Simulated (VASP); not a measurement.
Runs of VASP 6.6.1 on HfN. The structure is that of space group Fm-3m (No. 225), or close to it. The cells are those of the table. 

```tsv
cell	gap on the mesh (eV)	pressure (GPa)
a = 3.211, b = 3.179, c = 3.195 Å, angles 60.5, 59.5, 60.0°, 2 atoms	none	3.2
a = 3.227, b = 3.163, c = 3.195 Å, angles 61.0, 59.0, 60.0°, 2 atoms	none	3.9
a = 3.171, b = 3.219, c = 3.195 Å, angles 59.3, 60.7, 60.0°, 2 atoms	none	(b)
a = 3.167, b = 3.223, c = 3.195 Å, angles 59.1, 60.9, 60.0°, 2 atoms	none	3.7
a = 3.187, b = 3.203, c = 3.195 Å, angles 59.8, 60.2, 60.0°, 2 atoms	none	3.1
a = 3.175, b = 3.215, c = 3.195 Å, angles 59.4, 60.6, 60.0°, 2 atoms	none	(a)
```

Alike in all rows: task single point; level PBE; potentials or basis VASP PAW PBE potentials, release 64 (Hf_pv, N); no spin polarisation; k mesh 18 × 18 × 18; cutoff (eV) 520; smearing gaussian 0.1 eV.

Estimate the missing entries.

(a) 3.4; (b) 3.5.

Caveats: spin-orbit coupling is left out, which moves the levels of the heavy elements.

A k mesh can miss the band edges, and the runs leave out spin-orbit coupling on Hf.

A gap of «none» marks levels without a gap at the run's occupations.
